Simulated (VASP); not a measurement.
Si5C3:

```xyz
8
Lattice="3.1605 0.0000 0.0000 0.0000 3.1605 0.0000 0.0000 0.0000 9.8225" Properties=species:S:1:pos:R:3 pbc="T T T"
Si    1.5802    0.0000    3.8360
Si    0.0000    1.5802    1.7088
Si    1.5802    0.0000    8.1137
Si    0.0000    1.5802    5.9865
Si    0.0000    0.0000    0.0000
C     1.5802    1.5802    2.7482
C     1.5802    1.5802    7.0744
C     0.0000    0.0000    4.9113
```

* Program: VASP 6.6.1
* Task: relaxation of cell and atoms
* Functional: PBE
* Potentials or basis: VASP PAW PBE potentials, release 64 (Si, C)
* Cutoff: 600 eV
* k mesh: 10 × 10 × 4
* Occupations: gaussian, width 0.1 eV
* Spin: no spin polarisation

At the start: pressure 0.2 GPa; volume 12.26 Å³/atom.

**Question.** Where does the relaxation end?

**Answer.** Over 12 steps the energy falls by 10.7 meV/atom and the volume is 12.35 Å³/atom (+0.7 %); space group P-4m2 (No. 115, to 0.1 Å) before and after.

The path:
| step | energy change (eV) | largest force (eV/Å) | pressure (GPa) | volume (Å³) |
| --- | --- | --- | --- | --- |
| 1 | 0.0000 | 0.7213 | 0.25 | 98.11 |
| 2 | -0.0693 | 0.3725 | 0.33 | 98.36 |
| 3 | -0.0707 | 0.4295 | 0.41 | 98.39 |
| 4 | -0.0825 | 0.2065 | -0.32 | 98.90 |
| 5 | -0.0827 | 0.1775 | -0.23 | 98.83 |
| 6 | -0.0847 | 0.0781 | 0.11 | 98.68 |
| 7 | -0.0847 | 0.0790 | 0.12 | 98.67 |
| 8 | -0.0852 | 0.0283 | -0.01 | 98.78 |
| 9 | -0.0852 | 0.0315 | -0.03 | 98.80 |
| 10 | -0.0852 | 0.0192 | -0.01 | 98.78 |
| 11 | -0.0852 | 0.0108 | -0.01 | 98.78 |
| 12 | -0.0852 | 0.0017 | 0.00 | 98.77 |

Final structure:
```
CELL_PARAMETERS angstrom
3.21237 0.00000 0.00000
0.00000 3.21237 0.00000
0.00000 0.00000 9.57118
ATOMIC_POSITIONS crystal
Si 0.50000 0.00000 0.38899
Si 0.00000 0.50000 0.16914
Si 0.50000 0.00000 0.83086
Si 0.00000 0.50000 0.61101
Si 0.00000 0.00000 0.00000
C 0.50000 0.50000 0.27776
C 0.50000 0.50000 0.72224
C 0.00000 0.00000 0.50000
```
